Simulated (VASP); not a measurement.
# TiH5 (P6/mmm) in VASP: notebook

The runs below take TiH5 through single point, with PBE.

Program: VASP 6.6.1. These are calculated values, not measurements. Logs are shortened: lines on timing, memory, paths and dates and some standing lists are left out, and cuts for length are marked.

## (1) The cell of the first run

Symmetry: P6/mmm, No. 191, hexagonal system. Conventional cell: a = 3.326 Å, b = 3.326 Å, c = 2.984 Å, α = 90.00°, β = 90.00°, γ = 120.00°. Within 2.5 Å of Ti (site symmetry 6/mmm) lie 18 H at 1.92 to 2.23 Å. H (site symmetry -6m2) has 9 H at 1.77 to 1.92 Å and 3 Ti at 1.92 Å within 2.4 Å. Within 2.3 Å of H (site symmetry mmm) lie 8 H at 1.66 to 1.77 Å and 4 Ti at 2.23 Å.

The cell was generated, and may not be a known phase.

## (2) Single point, PBE

Contents of INCAR:

```
ALGO = Normal
EDIFF = 1E-6
ENCUT = 520
GGA = PE
ISIF = 2
ISMEAR = 0
LASPH = True
LCHARG = False
LREAL = False
LWAVE = False
NBANDS = 18
NELM = 60
PREC = Accurate
SIGMA = 0.1
```

Contents of KPOINTS:

```
k-points
0
Gamma
  6 6 6
```

Contents of POSCAR:

```
TiH5
1.0
    3.3263541005      0.0000000023      0.0000000000
   -1.6631770522      2.8807071518      0.0000000000
    0.0000000000      0.0000000000      2.9836815639
Ti H
1 5
Direct
    0.0000000000      0.0000000000      0.0000000000
    0.3333333333      0.6666666667      0.0000000000
    0.6666666667      0.3333333333      0.0000000000
    0.5000000000      0.0000000000      0.5000000000
    0.5000000000      0.5000000000      0.5000000000
    0.0000000000      0.5000000000      0.5000000000
```

Potentials or basis: VASP PAW PBE potentials, release 64 (Ti_sv, H).

Started as:

```sh
cat potpaw_PBE.64/Ti_sv/POTCAR potpaw_PBE.64/H/POTCAR > POTCAR
mpirun -np 1 vasp_std > vasp.out
```

OUTCAR:

```text
EDIFF = 1E-6
   ENCUT = 520
   GGA = PE
   ISIF = 2
   ISMEAR = 0
   LASPH = True
   LREAL = False
   NELM = 60
   PREC = Accurate

 ion  position               nearest neighbor table
   1  0.000  0.000  0.000-
   2  0.333  0.667  0.000-
   3  0.667  0.333  0.000-
   4  0.500  0.000  0.500-
   5  0.500  0.500  0.500-
   6  0.000  0.500  0.500-

  LATTYP: Found a hexagonal cell.
 ALAT       =     3.3263541005
 C/A-ratio  =     0.8969825442

  Lattice vectors:

 A1 = (   3.3263541005,   0.0000000023,   0.0000000000)
 A2 = (  -1.6631770522,   2.8807071518,   0.0000000000)
 A3 = (   0.0000000000,   0.0000000000,   2.9836815639)

Analysis of symmetry for initial positions (statically):
=====================================================================
 Subroutine PRICEL returns:
 Original cell was already a primitive cell.

 Routine SETGRP: Setting up the symmetry group for a
 hexagonal supercell.

 Subroutine GETGRP returns: Found 24 space group operations
 (whereof 24 operations were pure point group operations)
 out of a pool of 24 trial point group operations.

The static configuration has the point symmetry D_6h.

Analysis of symmetry for dynamics (positions and initial velocities):
=====================================================================
 Subroutine PRICEL returns:
 Original cell was already a primitive cell.

 Routine SETGRP: Setting up the symmetry group for a
 hexagonal supercell.

 Subroutine GETGRP returns: Found 24 space group operations
 (whereof 24 operations were pure point group operations)
 out of a pool of 24 trial point group operations.

The dynamic configuration has the point symmetry D_6h.

 Subroutine INISYM returns: Found 24 space group operations
 (whereof 24 operations are pure point group operations),
 and found     1 'primitive' translations

----------------------------------------------------------------------------------------

                                     Primitive cell

  volume of cell :      28.5904

  direct lattice vectors                    reciprocal lattice vectors
     3.326354101  0.000000002  0.000000000     0.300629449  0.173568493  0.000000000
    -1.663177052  2.880707152  0.000000000    -0.000000000  0.347136986  0.000000000
     0.000000000  0.000000000  2.983681564     0.000000000  0.000000000  0.335156409

  length of vectors
     3.326354101  3.326354100  2.983681564     0.347136986  0.347136986  0.335156409

  position of ions in fractional coordinates (direct lattice)
     0.000000000  0.000000000  0.000000000
     0.333333333  0.666666667  0.000000000
     0.666666667  0.333333333  0.000000000
     0.500000000  1.000000000  0.500000000
     0.500000000  0.500000000  0.500000000
     0.000000000  0.500000000  0.500000000

  ion indices of the primitive-cell ions
   primitive index   ion index
                 1           1
                 2           2
                 3           3
                 4           4
                 5           5
                 6           6

----------------------------------------------------------------------------------------

 KPOINTS: k-points

Automatic generation of k-mesh.
 Grid dimensions read from file:
 generate k-points for:    6    6    6

 Generating k-lattice:

  Cartesian coordinates                     Fractional coordinates (reciprocal lattice)
     0.050104908  0.028928082  0.000000000     0.166666667  0.000000000  0.000000000
    -0.000000000  0.057856164  0.000000000     0.000000000  0.166666667  0.000000000
     0.000000000  0.000000000  0.055859402     0.000000000  0.000000000  0.166666667

  Length of vectors
     0.057856164  0.057856164  0.055859402

  Shift w.r.t. Gamma in fractional coordinates (k-lattice)
     0.000000000  0.000000000  0.000000000

 Subroutine IBZKPT returns following result:
 ===========================================

 Found     28 irreducible k-points:

 Following reciprocal coordinates:
            Coordinates               Weight
  0.000000  0.000000  0.000000      1.000000
  0.166667  0.000000  0.000000      6.000000
  0.333333  0.000000  0.000000      6.000000
  0.500000  0.000000  0.000000      3.000000
  0.166667  0.166667  0.000000      6.000000
  0.333333  0.166667  0.000000     12.000000
[... 16 lines left out ...]
  0.166667  0.000000  0.500000      6.000000
  0.333333  0.000000  0.500000      6.000000
 [... further k-points ...]
   k-points           NKPTS =     28   k-points in BZ     NKDIM =     28   number of bands    NBANDS=     18
   number of dos      NEDOS =    301   number of ions     NIONS =      6
   total plane-waves  NPLWV =  18816
   dimension x,y,z NGX =    28 NGY =   28 NGZ =   24
   dimension x,y,z NGXF=    56 NGYF=   56 NGZF=   48
   ions per type =               1   5
   NGX,Y,Z   is equivalent  to a cutoff of  13.99, 13.99, 13.37 a.u.
   NGXF,Y,Z  is equivalent  to a cutoff of  27.99, 27.99, 26.74 a.u.
 SYSTEM =  unknown system
   PREC   = accura    normal or accurate (medium, high low for compatibility)
   ISTART =      0    job   : 0-new  1-cont  2-samecut
   ICHARG =      2    charge: 1-file 2-atom 10-const
   ISPIN  =      1    spin polarized calculation?
   LNONCOLLINEAR =      F non collinear calculations
   LSORBIT =      F    spin-orbit coupling
   LASPH  =      T    aspherical Exc in radial PAW
   ENCUT  =  520.0 eV  38.22 Ry    6.18 a.u.   6.18  6.18  5.55*2*pi/ulx,y,z
   NELM   =     60;   NELMIN=  2; NELMDL= -5     # of ELM steps
   EDIFF  = 0.1E-05   stopping-criterion for ELM
   LREAL  =      F    real-space projection
   EDIFFG = 0.1E-04   stopping-criterion for IOM
   NSW    =      0    number of steps for IOM
   IBRION =     -1    ionic relax: 0-MD 1-quasi-New 2-CG
   NFREE  =      0    steps in history (QN), initial steepest desc. (CG)
   ISIF   =      2    stress and relaxation
   ISYM   =      2    0-nonsym 1-usesym 2-fastsym
   POTIM  = 0.5000    time-step for ionic-motion
   TEBEG  =    0.0;   TEEND  =   0.0 temperature during run
   PSTRESS=    0.0 pullay stress
   NELECT =      17.0000    total number of electrons
   NUPDOWN=      -1.0000    fix difference up-down
   EMIN   =  10.00;   EMAX   =-10.00  energy-range for DOS
   EFERMI =   0.00;   METHOD = LEGACY
   ISMEAR =     0;   SIGMA  =   0.10  broadening in eV -4-tet -1-fermi 0-gaus
   EFERMI_NEDOS =   21; number of points for ismear=-14 and -15
   IALGO  =     38    algorithm
   IMIX   =      4    mixing-type and parameters
     AMIX     =   0.40;   BMIX     =  1.00
     AMIX_MAG =   1.60;   BMIX_MAG =  1.00
  volume/ion in A,a.u.               =       4.77        32.16
  Fermi-wavevector in a.u.,A,eV,Ry     =   1.376632  2.601457 25.784605  1.895115
  Thomas-Fermi vector in A             =   2.501859
   LORBIT       =      0    0 simple, 1 ext, 2 COOP (PROOUT), +10 PAW based schemes
   GGA     = PE    functional components
   LHFCALC =     F    Hartree Fock is set to
   AEXX    =    0.0000 exact exchange contribution
   IVDW    =     0    specifies the selected vdW correction
   LEPSILON=     F    determine dielectric tensor
   LRPA    =     F    only Hartree local field effects (RPA)
 non-spin polarized calculation
 Gauss-broadening in eV      SIGMA  =   0.10
  energy-cutoff  :      520.00
  volume of cell :       28.59
 maximum number of plane-waves:       788
 NGX is ok and might be reduce to    28
   NGX = 13   NGY = 13   NGZ = 11

 number of electron      17.0000004 magnetization

 Free energy of the ion-electron system (eV)
  ---------------------------------------------------
  ext. energy  EPLUGINS =         0.00000000
  ---------------------------------------------------
  free energy    TOTEN  =       -22.61424362 eV

  energy without entropy =      -22.60887880  energy(sigma->0) =      -22.61156121

 E-fermi :   6.2593     XC(G=0): -11.7978

 val. band max:        6.2250577958   @ k =   0.3333   0.3333   0.5000
 cond. band min:       6.2720213714   @ k =   0.5000   0.0000   0.1667
 fundamental gap:      0.0469635757
 Fermi energy:         6.2592646357

 k-point     1 :       0.0000    0.0000    0.0000
  band No.  band energies     occupation
      1     -50.4590      2.00000
      2     -26.6734      2.00000
      3     -26.6734      2.00000
      4     -26.5226      2.00000
      5      -6.3042      2.00000
      6       3.1634      2.00000
[... 10 lines left out ...]
     17      16.8606      0.00000
     18      21.9958      0.00000

 k-point     2 :       0.1667    0.0000    0.0000
  band No.  band energies     occupation
      1     -50.4539      2.00000
      2     -26.7268      2.00000
      3     -26.6842      2.00000
      4     -26.5183      2.00000
      5      -5.7855      2.00000
      6       2.5466      2.00000
[... 10 lines left out ...]
     17      18.6010      0.00000
     18      23.8090      0.00000

 k-point     3 :       0.3333    0.0000    0.0000
  band No.  band energies     occupation
      1     -50.4438      2.00000
      2     -26.8317      2.00000
      3     -26.7059      2.00000
      4     -26.5097      2.00000
      5      -4.3717      2.00000
      6       0.0312      2.00000
[... 10 lines left out ...]
     17      21.7777      0.00000
     18      22.7462      0.00000

 k-point     4 :       0.5000    0.0000    0.0000
  band No.  band energies     occupation
      1     -50.4387      2.00000
      2     -26.8832      2.00000
      3     -26.7167      2.00000
      4     -26.5055      2.00000
      5      -2.8024      2.00000
      6      -1.7876      2.00000
[... 10 lines left out ...]
     17      20.8041      0.00000
     18      22.8307      0.00000

 k-point     5 :       0.1667    0.1667    0.0000
  band No.  band energies     occupation
      1     -50.4463      2.00000
      2     -26.7953      2.00000
      3     -26.7110      2.00000
      4     -26.5119      2.00000
      5      -4.8196      2.00000
      6       0.7695      2.00000
[... 10 lines left out ...]
     17      19.0968      0.00000
     18      23.6325      0.00000

 k-point     6 :       0.3333    0.1667    0.0000
  band No.  band energies     occupation
      1     -50.4387      2.00000
      2     -26.8554      2.00000
      3     -26.7451      2.00000
      4     -26.5055      2.00000
      5      -3.2005      2.00000
      6      -1.0693      2.00000
[... 10 lines left out ...]
     17      21.2517      0.00000
     18      21.7002      0.00000

 k-point     7 :       0.3333    0.3333    0.0000
  band No.  band energies     occupation
      1     -50.4362      2.00000
      2     -26.8160      2.00000
      3     -26.8160      2.00000
      4     -26.5033      2.00000
      5      -1.9617      2.00000
      6      -1.9617      2.00000
[... 10 lines left out ...]
     17      21.2435      0.00000
     18      22.5515      0.00000

 k-point     8 :       0.0000    0.0000    0.1667
  band No.  band energies     occupation
      1     -50.4513      2.00000
      2     -26.6663      2.00000
      3     -26.6663      2.00000
      4     -26.5991      2.00000
      5      -5.8325      2.00000
      6       2.4348      2.00000
[... 10 lines left out ...]
     17      17.9597      0.00000
     18      21.7260      0.00000
[... 229 lines left out ...]
     17      18.7729      0.00000
     18      23.9512      0.00000

 k-point    20 :       0.3333    0.1667    0.3333
  band No.  band energies     occupation
      1     -50.4163      2.00000
      2     -26.8210      2.00000
      3     -26.7191      2.00000
      4     -26.7164      2.00000
      5      -1.8788      2.00000
      6       0.3052      2.00000
[... 10 lines left out ...]
     17      20.6026      0.00000
     18      24.0173      0.00000

 k-point    21 :       0.3333    0.3333    0.3333
  band No.  band energies     occupation
      1     -50.4138      2.00000
      2     -26.7846      2.00000
      3     -26.7846      2.00000
      4     -26.7127      2.00000
      5      -0.7083      2.00000
      6      -0.7083      2.00000
[... 10 lines left out ...]
     17      22.2905      0.00000
     18      22.2905      0.00000

 k-point    22 :       0.0000    0.0000    0.5000
  band No.  band energies     occupation
      1     -50.4279      2.00000
      2     -26.8237      2.00000
      3     -26.6451      2.00000
      4     -26.6451      2.00000
      5      -2.5626      2.00000
      6      -2.1358      2.00000
[... 10 lines left out ...]
     17      23.1978      0.00000
     18      23.1984      0.00000

 k-point    23 :       0.1667    0.0000    0.5000
  band No.  band energies     occupation
      1     -50.4231      2.00000
      2     -26.8142      2.00000
      3     -26.6931      2.00000
      4     -26.6550      2.00000
      5      -2.3004      2.00000
      6      -1.5852      2.00000
[... 10 lines left out ...]
     17      19.9227      0.00000
     18      20.1331      0.00000

 k-point    24 :       0.3333    0.0000    0.5000
  band No.  band energies     occupation
      1     -50.4136      2.00000
      2     -26.7953      2.00000
      3     -26.7879      2.00000
      4     -26.6745      2.00000
      5      -1.5744      2.00000
      6      -0.1830      2.00000
[... 10 lines left out ...]
     17      17.5707      0.00000
     18      24.1937      0.00000

 [... further k-points ...]
[... 5 lines left out ...]
  --------------------------------------------------------------------------------------
  -------------------------------------------------------------------------------------
  Total       -0.0549473     -0.0549473     -0.0209321     -0.0000000     -0.0000000     -0.0000000
  in kB       -3.0791908     -3.0791908     -1.1730158     -0.0000000     -0.0000000     -0.0000000
  external PRESSURE =      -2.4437992 kB  Pullay stress =       0.0000000 kB

 VOLUME and BASIS-vectors are now :
 -----------------------------------------------------------------------------
  energy-cutoff  :      520.00
  volume of cell :       28.59
      direct lattice vectors                 reciprocal lattice vectors
     3.326354101  0.000000002  0.000000000     0.300629449  0.173568493  0.000000000
    -1.663177052  2.880707152  0.000000000    -0.000000000  0.347136986  0.000000000
     0.000000000  0.000000000  2.983681564     0.000000000  0.000000000  0.335156409

 POSITION                                       TOTAL-FORCE (eV/Angst)
 -----------------------------------------------------------------------------------
      0.00000      0.00000      0.00000         0.000000     -0.000000     -0.000000
     -0.00000      1.92047      0.00000        -0.000000      0.000000     -0.000000
      1.66318      0.96024      0.00000         0.000000     -0.000000      0.000000
      1.66318      0.00000      1.49184         0.000000     -0.000000     -0.000000
      0.83159      1.44035      1.49184         0.000000     -0.000000     -0.000000
     -0.83159      1.44035      1.49184         0.000000     -0.000000     -0.000000
 -----------------------------------------------------------------------------------
    total drift:                               -0.000000      0.000000     -0.000000

  FREE ENERGIE OF THE ION-ELECTRON SYSTEM (eV)
  ---------------------------------------------------
  free  energy   TOTEN  =       -22.6142436158 eV

  energy  without entropy=      -22.6088787970  energy(sigma->0) =      -22.61156121
```

Wall time 8.2 s (1 thread of Intel Xeon 6975P-C (Granite Rapids), shared host); peak memory 0.14 GiB.

What came out:

```yaml
Free_energy: -22.6142 eV
Pressure: -0.2 GPa
Band_gap_on_the_k_mesh: zero (an odd number of electrons rules out a gap without spin polarisation)
```

Caveat: the k points lie up to 0.36 Å⁻¹ apart, too coarse for converged energies and pressures of a metal.

[end of part 1 of 2]

The gap in the log of VASP goes by the Fermi energy; the results here count the filled bands.